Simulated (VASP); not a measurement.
# AlGa7O12 (Pm) in VASP: notebook

The runs below take AlGa7O12 through single point, with PBEsol.

Program: VASP 6.6.1. These are calculated values, not measurements. Logs are shortened: lines on timing, memory, paths and dates and some standing lists are left out, and cuts for length are marked.

### 1 The cell of the first run

The structure is monoclinic, space group Pm (No. 6). The conventional cell has a = 5.788 Å, b = 3.037 Å, c = 12.198 Å, α = 90.00°, β = 103.56°, γ = 90.00°. Ga (site symmetry m) has 4 O at 1.83 to 1.87 Å within 2.4 Å. Ga (site symmetry m) has 4 O at 1.84 to 1.87 Å within 2.4 Å. Ga (site symmetry m) has 6 O at 1.93 to 2.08 Å within 2.6 Å. Within 2.4 Å of Ga (site symmetry m) lie 4 O at 1.84 to 1.88 Å. Ga (site symmetry m) has 4 O at 1.84 to 1.87 Å within 2.4 Å. Within 2.6 Å of Ga (site symmetry m) lie 6 O at 1.94 to 2.07 Å. Within 2.6 Å of Ga (site symmetry m) lie 6 O at 1.94 to 2.08 Å. Within 2.5 Å of Al (site symmetry m) lie 6 O at 1.86 to 2.04 Å.

### 2 Single point, PBEsol

File INCAR:

```
SYSTEM = AlGa7O12
ALGO = Normal
EDIFF = 1E-6
ENCUT = 520
GGA = PS
ISIF = 2
ISMEAR = 0
LASPH = .True.
LCHARG = .True.
LELF = .True.
LREAL = Auto
LVHAR = .True.
LWAVE = .False.
NBANDS = 99
NELM = 100
PREC = Accurate
SIGMA = 0.01
```

File KPOINTS:

```
k-points
0
Gamma
  2 6 4
  0 0 0
```

File POSCAR:

```
AlGa7O12
1.0
   12.2139999392      0.0000000000     -0.0012191027
    0.0000000000      3.0371000000      0.0000000000
   -1.3865508309      0.0000000000      5.6191764763
Ga Al O
7 1 12
Direct
    0.0895806177      0.0000000000      0.7932299562
    0.9073075843      0.0000000000      0.2029110824
    0.3433201259      0.0000000000      0.6879147590
    0.5939072288      0.5000000000      0.8000693980
    0.4140714074      0.5000000000      0.2087076856
    0.1592465447      0.5000000000      0.3139482452
    0.8386675912      0.5000000000      0.6813207719
    0.6588383710      0.0000000000      0.3157921043
    0.1646498128      0.0000000000      0.1082261940
    0.8311016897      0.0000000000      0.8875505861
    0.1737713050      0.0000000000      0.5628235856
    0.8212824957      0.0000000000      0.4306005110
    0.5020534471      0.0000000000      0.2591551553
    0.5060248606      0.0000000000      0.7460268293
    0.6633557387      0.5000000000      0.1193240809
    0.3366739838      0.5000000000      0.8940502887
    0.6710468346      0.5000000000      0.5552010711
    0.3285063399      0.5000000000      0.4376464168
    0.9950006611      0.5000000000      0.2547457687
    0.0015933601      0.5000000000      0.7407555099
```

Potentials or basis: VASP PAW PBE potentials, release 64 (Ga_d, Al, O).

The run is started by

```bash
$ cat potpaw_PBE.64/Ga_d/POTCAR potpaw_PBE.64/Al/POTCAR potpaw_PBE.64/O/POTCAR > POTCAR
$ mpirun -np 1 vasp_std > vasp.out
```

OUTCAR:

```text
SYSTEM = AlGa7O12
   EDIFF = 1E-6
   ENCUT = 520
   GGA = PS
   ISIF = 2
   ISMEAR = 0
   LASPH = .True.
   LREAL = Auto
   NELM = 100
   PREC = Accurate

 ion  position               nearest neighbor table
   1  0.090  0.000  0.793-   9 1.83  20 1.84  20 1.84  11 1.87
   2  0.907  0.000  0.203-  10 1.84  19 1.84  19 1.84  12 1.87
   3  0.343  0.000  0.688-  14 1.93  16 1.94  16 1.94  11 2.02  18 2.08  18 2.08
   4  0.594  0.500  0.800-  15 1.84  14 1.84  14 1.84  17 1.88
   5  0.414  0.500  0.209-  16 1.84  13 1.84  13 1.84  18 1.87
   6  0.159  0.500  0.314-   9 1.94   9 1.94  19 1.95  18 2.02  11 2.07  11 2.07
   7  0.839  0.500  0.681-  20 1.94  10 1.95  10 1.95  17 2.00  12 2.08  12 2.08   8 3.06   8 3.06

   8  0.659  0.000  0.316-  13 1.86  15 1.91  15 1.91  12 1.94  17 2.04  17 2.04   7 3.06   7 3.06

   9  0.165  0.000  0.108-   1 1.83   6 1.94   6 1.94
  10  0.831  0.000  0.888-   2 1.84   7 1.95   7 1.95
  11  0.174  0.000  0.563-   1 1.87   3 2.02   6 2.07   6 2.07
  12  0.821  0.000  0.431-   2 1.87   8 1.94   7 2.08   7 2.08
  13  0.502  0.000  0.259-   5 1.84   5 1.84   8 1.86
  14  0.506  0.000  0.746-   4 1.84   4 1.84   3 1.93
  15  0.663  0.500  0.119-   4 1.84   8 1.91   8 1.91
  16  0.337  0.500  0.894-   5 1.84   3 1.94   3 1.94
  17  0.671  0.500  0.555-   4 1.88   7 2.00   8 2.04   8 2.04
  18  0.329  0.500  0.438-   5 1.87   6 2.02   3 2.08   3 2.08
  19  0.995  0.500  0.255-   2 1.84   2 1.84   6 1.95
  20  0.002  0.500  0.741-   1 1.84   1 1.84   7 1.94

  LATTYP: Found a simple monoclinic cell.
 ALAT       =     5.7877169487
 B/A-ratio  =     0.5247492279
 C/A-ratio  =     2.1075943717
 COS(beta)  =    -0.2344986357

  Lattice vectors:

 A1 = (  -1.3865508309,   0.0000000000,   5.6191764763)
 A2 = (   0.0000000000,   3.0371000000,   0.0000000000)
 A3 = ( -10.8274491083,   0.0000000000,  -5.6179573736)

Analysis of symmetry for initial positions (statically):
=====================================================================
 Subroutine PRICEL returns:
 Original cell was already a primitive cell.

 Routine SETGRP: Setting up the symmetry group for a
 simple monoclinic supercell.

 Subroutine GETGRP returns: Found  2 space group operations
 (whereof  2 operations were pure point group operations)
 out of a pool of  4 trial point group operations.

The static configuration has the point symmetry C_1h.

Analysis of symmetry for dynamics (positions and initial velocities):
=====================================================================
 Subroutine PRICEL returns:
 Original cell was already a primitive cell.

 Routine SETGRP: Setting up the symmetry group for a
 simple monoclinic supercell.

 Subroutine GETGRP returns: Found  2 space group operations
 (whereof  2 operations were pure point group operations)
 out of a pool of  4 trial point group operations.

The dynamic configuration has the point symmetry C_1h.

 Subroutine INISYM returns: Found  2 space group operations
 (whereof  2 operations are pure point group operations),
 and found     1 'primitive' translations

----------------------------------------------------------------------------------------

                                     Primitive cell

  volume of cell :     208.4390

  direct lattice vectors                    reciprocal lattice vectors
    12.213999939  0.000000000 -0.001219103     0.081875277  0.000000000  0.020203002
     0.000000000  3.037100000  0.000000000     0.000000000  0.329261467  0.000000000
    -1.386550831  0.000000000  5.619176476     0.000017763  0.000000000  0.177966404

  length of vectors
    12.214000000  3.037100000  5.787716949     0.084331028  0.329261467  0.177966405

  position of ions in fractional coordinates (direct lattice)
     0.089580618  0.000000000  0.793229956
     0.907307584  0.000000000  0.202911082
     0.343320126  0.000000000  0.687914759
     0.593907229  0.500000000  0.800069398
     0.414071407  0.500000000  0.208707686
     0.159246545  0.500000000  0.313948245
[... 12 lines left out ...]
     0.995000661  0.500000000  0.254745769
     0.001593360  0.500000000  0.740755510

  ion indices of the primitive-cell ions
   primitive index   ion index
                 1           1
                 2           2
                 3           3
                 4           4
                 5           5
                 6           6
[... 12 lines left out ...]
                19          19
                20          20

----------------------------------------------------------------------------------------

 KPOINTS: k-points

Automatic generation of k-mesh.
 Grid dimensions read from file:
 generate k-points for:    2    6    4

 Generating k-lattice:

  Cartesian coordinates                     Fractional coordinates (reciprocal lattice)
     0.040937639  0.000000000  0.010101501     0.500000000  0.000000000  0.000000000
     0.000000000  0.054876911  0.000000000     0.000000000  0.166666667  0.000000000
     0.000004441  0.000000000  0.044491601    -0.000000000  0.000000000  0.250000000

  Length of vectors
     0.042165514  0.054876911  0.044491601

  Shift w.r.t. Gamma in fractional coordinates (k-lattice)
     0.000000000  0.000000000  0.000000000

 Subroutine IBZKPT returns following result:
 ===========================================

 Found     24 irreducible k-points:

 Following reciprocal coordinates:
            Coordinates               Weight
  0.000000  0.000000  0.000000      1.000000
  0.500000  0.000000 -0.000000      1.000000
  0.000000  0.166667  0.000000      2.000000
  0.500000  0.166667 -0.000000      2.000000
  0.000000  0.333333  0.000000      2.000000
  0.500000  0.333333 -0.000000      2.000000
[... 16 lines left out ...]
  0.000000  0.500000  0.500000      1.000000
  0.500000  0.500000  0.500000      1.000000
   k-points           NKPTS =     24   k-points in BZ     NKDIM =     24   number of bands    NBANDS=     99
   number of dos      NEDOS =    301   number of ions     NIONS =     20
   total plane-waves  NPLWV = 110592
   dimension x,y,z NGX =    96 NGY =   24 NGZ =   48
   dimension x,y,z NGXF=   192 NGYF=   48 NGZF=   96
   ions per type =               7   1  12
   NGX,Y,Z   is equivalent  to a cutoff of  13.07, 13.14, 13.79 a.u.
   NGXF,Y,Z  is equivalent  to a cutoff of  26.13, 26.27, 27.57 a.u.
 SYSTEM =  AlGa7O12
   PREC   = accura    normal or accurate (medium, high low for compatibility)
   ISTART =      0    job   : 0-new  1-cont  2-samecut
   ICHARG =      2    charge: 1-file 2-atom 10-const
   ISPIN  =      1    spin polarized calculation?
   LNONCOLLINEAR =      F non collinear calculations
   LSORBIT =      F    spin-orbit coupling
   LASPH  =      T    aspherical Exc in radial PAW
   ENCUT  =  520.0 eV  38.22 Ry    6.18 a.u.  22.71  5.65 10.76*2*pi/ulx,y,z
   NELM   =    100;   NELMIN=  2; NELMDL= -5     # of ELM steps
   EDIFF  = 0.1E-05   stopping-criterion for ELM
   LREAL  =      T    real-space projection
   EDIFFG = 0.1E-04   stopping-criterion for IOM
   NSW    =      0    number of steps for IOM
   IBRION =     -1    ionic relax: 0-MD 1-quasi-New 2-CG
   NFREE  =      0    steps in history (QN), initial steepest desc. (CG)
   ISIF   =      2    stress and relaxation
   ISYM   =      2    0-nonsym 1-usesym 2-fastsym
   POTIM  = 0.5000    time-step for ionic-motion
   TEBEG  =    0.0;   TEEND  =   0.0 temperature during run
   PSTRESS=    0.0 pullay stress
   NELECT =     166.0000    total number of electrons
   NUPDOWN=      -1.0000    fix difference up-down
   EMIN   =  10.00;   EMAX   =-10.00  energy-range for DOS
   EFERMI =   0.00;   METHOD = LEGACY
   ISMEAR =     0;   SIGMA  =   0.01  broadening in eV -4-tet -1-fermi 0-gaus
   EFERMI_NEDOS =   21; number of points for ismear=-14 and -15
   IALGO  =     38    algorithm
   IMIX   =      4    mixing-type and parameters
     AMIX     =   0.40;   BMIX     =  1.00
     AMIX_MAG =   1.60;   BMIX_MAG =  1.00
  volume/ion in A,a.u.               =      10.42        70.33
  Fermi-wavevector in a.u.,A,eV,Ry     =   1.517462  2.867588 31.330018  2.302691
  Thomas-Fermi vector in A             =   2.626714
   LORBIT       =      0    0 simple, 1 ext, 2 COOP (PROOUT), +10 PAW based schemes
   GGA     = PS    functional components
   LHFCALC =     F    Hartree Fock is set to
   AEXX    =    0.0000 exact exchange contribution
   IVDW    =     0    specifies the selected vdW correction
   LEPSILON=     F    determine dielectric tensor
   LRPA    =     F    only Hartree local field effects (RPA)
 non-spin polarized calculation
 Gauss-broadening in eV      SIGMA  =   0.01
  energy-cutoff  :      520.00
  volume of cell :      208.44
 maximum number of plane-waves:      5651
 NGX is ok and might be reduce to    96
   NGX = 45   NGY = 11   NGZ = 21

 number of electron     166.0000056 magnetization

 Free energy of the ion-electron system (eV)
  ---------------------------------------------------
  ext. energy  EPLUGINS =         0.00000000
  ---------------------------------------------------
  free energy    TOTEN  =      -131.41938584 eV

  energy without entropy =     -131.41938584  energy(sigma->0) =     -131.41938584

 E-fermi :   3.9434     XC(G=0): -11.8005

 val. band max:        3.8881412320   @ k =   0.0000   0.0000   0.0000
 cond. band min:       6.2834115798   @ k =   0.0000   0.0000   0.0000
 fundamental gap:      2.3952703478
 Fermi energy:         3.9433776174

 k-point     1 :       0.0000    0.0000    0.0000
  band No.  band energies     occupation
      1     -15.0405      2.00000
      2     -14.6858      2.00000
      3     -14.5006      2.00000
      4     -13.8614      2.00000
      5     -13.8129      2.00000
      6     -13.7523      2.00000
[... 87 lines left out ...]
     94      12.2026      0.00000
     95      12.6090      0.00000

 k-point     2 :       0.5000    0.0000   -0.0000
  band No.  band energies     occupation
      1     -14.9480      2.00000
      2     -14.9027      2.00000
      3     -14.1670      2.00000
      4     -14.1444      2.00000
      5     -13.8516      2.00000
      6     -13.7315      2.00000
[... 2145 lines left out ...]
     94      12.6107      0.00000
     95      12.7955      0.00000

 k-point    24 :       0.5000    0.5000    0.5000
  band No.  band energies     occupation
      1     -13.7684      2.00000
      2     -13.6995      2.00000
      3     -13.6938      2.00000
      4     -13.6373      2.00000
      5     -13.5671      2.00000
      6     -13.5146      2.00000
[... 87 lines left out ...]
     94      12.7187      0.00000
     95      12.8247      0.00000
 [bands above 95 left out]

------------------------ aborting loop because EDIFF is reached ----------------------------------------

  FORCE on cell =-STRESS in cart. coord.  units (eV):
  Direction    XX          YY          ZZ          XY          YZ          ZX
  --------------------------------------------------------------------------------------
  -------------------------------------------------------------------------------------
  Total       -0.1515295     -1.0201686      0.2834637      0.0000000      0.0000000      0.0225473
  in kB       -1.1647395     -7.8415798      2.1788589      0.0000000      0.0000000      0.1733113
  external PRESSURE =      -2.2758201 kB  Pullay stress =       0.0000000 kB

 VOLUME and BASIS-vectors are now :
 -----------------------------------------------------------------------------
  energy-cutoff  :      520.00
  volume of cell :      208.44
      direct lattice vectors                 reciprocal lattice vectors
    12.213999939  0.000000000 -0.001219103     0.081875277  0.000000000  0.020203002
     0.000000000  3.037100000  0.000000000     0.000000000  0.329261467  0.000000000
    -1.386550831  0.000000000  5.619176476     0.000017763  0.000000000  0.177966404

 POSITION                                       TOTAL-FORCE (eV/Angst)
 -----------------------------------------------------------------------------------
     -0.00572      0.00000      4.45719        -0.000124      0.000000      0.004895
     10.80051      0.00000      1.13909        -0.001817      0.000000     -0.002104
      3.23948      0.00000      3.86510         0.010847      0.000000      0.020148
      6.14465      1.51855      4.49501        -0.004066      0.000000     -0.002404
      4.76808      1.51855      1.17226         0.004326      0.000000     -0.006216
      1.50973      1.51855      1.76394        -0.010640      0.000000     -0.014920
[... 12 lines left out ...]
     11.79972      1.51855      1.43025        -0.006975      0.000000      0.002915
     -1.00763      1.51855      4.16243         0.006513      0.000000     -0.002880
 -----------------------------------------------------------------------------------
    total drift:                               -0.005961      0.000000     -0.003691

  FREE ENERGIE OF THE ION-ELECTRON SYSTEM (eV)
  ---------------------------------------------------
  free  energy   TOTEN  =      -131.4193858353 eV

  energy  without entropy=     -131.4193858353  energy(sigma->0) =     -131.41938584
```

Wall time 16 min (1 thread of Intel Xeon Platinum 8488C (Sapphire Rapids), shared host); peak memory 0.5 GiB.

What came out:

```yaml
Free_energy: -131.4194 eV
Pressure: -0.2 GPa
Largest_force: 0.027 eV/Å
Band_gap_on_the_k_mesh: 2.40 eV, direct
```

Forces on the atoms (eV/Å):
```
Ga   0.000  0.000  0.005
Ga  -0.002  0.000 -0.002
Ga   0.011  0.000  0.020
Ga  -0.004  0.000 -0.002
Ga   0.004  0.000 -0.006
Ga  -0.011  0.000 -0.015
Ga   0.017  0.000  0.015
Al  -0.002  0.000  0.002
O    0.006  0.000 -0.023
O   -0.011  0.000  0.022
O   -0.015  0.000  0.012
O   -0.003  0.000 -0.019
O    0.017  0.000  0.004
O    0.004  0.000  0.000
O    0.000  0.000  0.009
O   -0.012  0.000  0.015
O   -0.014  0.000 -0.023
O    0.014  0.000 -0.013
O   -0.007  0.000  0.003
O    0.007  0.000 -0.003
```

Stress tensor (GPa, compression positive):
```
-0.12  0.00  0.02
 0.00 -0.78  0.00
 0.02  0.00  0.22
```

Caveat: the PAW data sets were made with another functional, which shifts forces and pressure a little.

### 3 Single point, PBEsol

Edit INCAR of step 2 so:

```diff
@@ -2,3 +2,3 @@
 ALGO = Normal
-EDIFF = 1E-6
+EDIFF = 1E-7
 ENCUT = 520
```

KPOINTS is that of step 2.

File POSCAR:

```
AlGa7O12
1.0
   12.2140000000      0.0000000000      0.0000000000
    0.0000000000      3.0371000000      0.0000000000
   -1.3859888959      0.0000000000      5.6300087380
Ga Al O
7 1 12
Direct
    0.0905000000      0.0000000000      0.7946000000
    0.9095000000      0.0000000000      0.2054000000
    0.3413400000      0.0000000000      0.6859800000
    0.5905000000      0.5000000000      0.7946000000
    0.4095000000      0.5000000000      0.2054000000
    0.1586600000      0.5000000000      0.3140200000
    0.8413400000      0.5000000000      0.6859800000
    0.6586600000      0.0000000000      0.3140200000
    0.1645000000      0.0000000000      0.1098000000
    0.8355000000      0.0000000000      0.8902000000
    0.1733000000      0.0000000000      0.5632000000
    0.8267000000      0.0000000000      0.4368000000
    0.4959000000      0.0000000000      0.2566000000
    0.5041000000      0.0000000000      0.7434000000
    0.6645000000      0.5000000000      0.1098000000
    0.3355000000      0.5000000000      0.8902000000
    0.6733000000      0.5000000000      0.5632000000
    0.3267000000      0.5000000000      0.4368000000
    0.9959000000      0.5000000000      0.2566000000
    0.0041000000      0.5000000000      0.7434000000
```

Potentials or basis: VASP PAW PBE potentials, release 64 (Ga_d, Al, O).

The run is started by

```bash
$ cat potpaw_PBE.64/Ga_d/POTCAR potpaw_PBE.64/Al/POTCAR potpaw_PBE.64/O/POTCAR > POTCAR
$ mpirun -np 1 vasp_std > vasp.out
```

It took 25 min on 1 thread of Intel Xeon Platinum 8488C (Sapphire Rapids), shared host; peak memory 0.49 GiB.

It converged, with:

```yaml
Free_energy: -131.2865 eV
Pressure: 0.0 GPa
Largest_force: 1.151 eV/Å
Band_gap_on_the_k_mesh: 2.47 eV, indirect (least direct gap 2.49 eV)
```

Forces on the atoms (eV/Å):
```
Ga   0.051  0.000  0.067
Ga  -0.066  0.000 -0.052
Ga   0.023  0.000 -0.043
Ga   0.081  0.000  0.151
Ga  -0.058  0.000 -0.067
Ga  -0.033  0.000  0.036
Ga   0.065  0.000 -0.033
Al   0.026  0.000 -0.059
O    0.097  0.000 -0.066
O   -0.094  0.000  0.051
O    0.013  0.000 -0.047
O   -0.795  0.000 -0.263
O    1.134  0.000  0.196
O   -0.105  0.000 -0.037
O   -0.315  0.000  1.035
O   -0.085  0.000  0.078
O    0.064  0.000 -0.994
O    0.001  0.000  0.044
O    0.107  0.000  0.027
O   -0.109  0.000 -0.027
```

Stress tensor (GPa, compression positive):
```
-0.01  0.00 -0.20
 0.00 -0.03  0.00
-0.20  0.00 -0.04
```

Levels at points of the mesh, in eV from the valence-band top:
| k point | band 80 | band 81 | band 82 | band 83 | band 84 | band 85 | band 86 | band 87 |
| --- | --- | --- | --- | --- | --- | --- | --- | --- |
| (0.00, 0.00, 0.00) | -0.44 | -0.29 | -0.16 | -0.02 | 2.47 | 4.60 | 4.87 | 5.64 |
| (0.50, 0.00, 0.00) | -0.61 | -0.58 | -0.09 | -0.08 | 3.22 | 3.42 | 5.44 | 5.61 |
| (0.00, 0.50, 0.00) | -0.57 | -0.54 | -0.14 | -0.12 | 5.69 | 6.06 | 6.51 | 6.55 |
| (0.50, 0.50, 0.00) | -0.52 | -0.48 | -0.14 | -0.12 | 5.55 | 5.94 | 6.46 | 6.49 |
| (0.00, 0.00, 0.50) | -0.61 | -0.53 | -0.31 | 0.00 | 4.77 | 4.90 | 5.26 | 5.28 |
| (0.50, 0.00, 0.50) | -0.60 | -0.55 | -0.11 | -0.08 | 4.81 | 4.91 | 5.21 | 5.29 |
| (0.00, 0.50, 0.50) | -0.87 | -0.85 | -0.65 | -0.62 | 6.81 | 6.86 | 6.89 | 7.59 |
| (0.50, 0.50, 0.50) | -0.75 | -0.75 | -0.69 | -0.67 | 6.83 | 6.86 | 6.88 | 7.59 |

Caveat: the PAW data sets were made with another functional, which shifts forces and pressure a little. A hybrid or GW would open this gap; PBEsol tends to underestimate it.
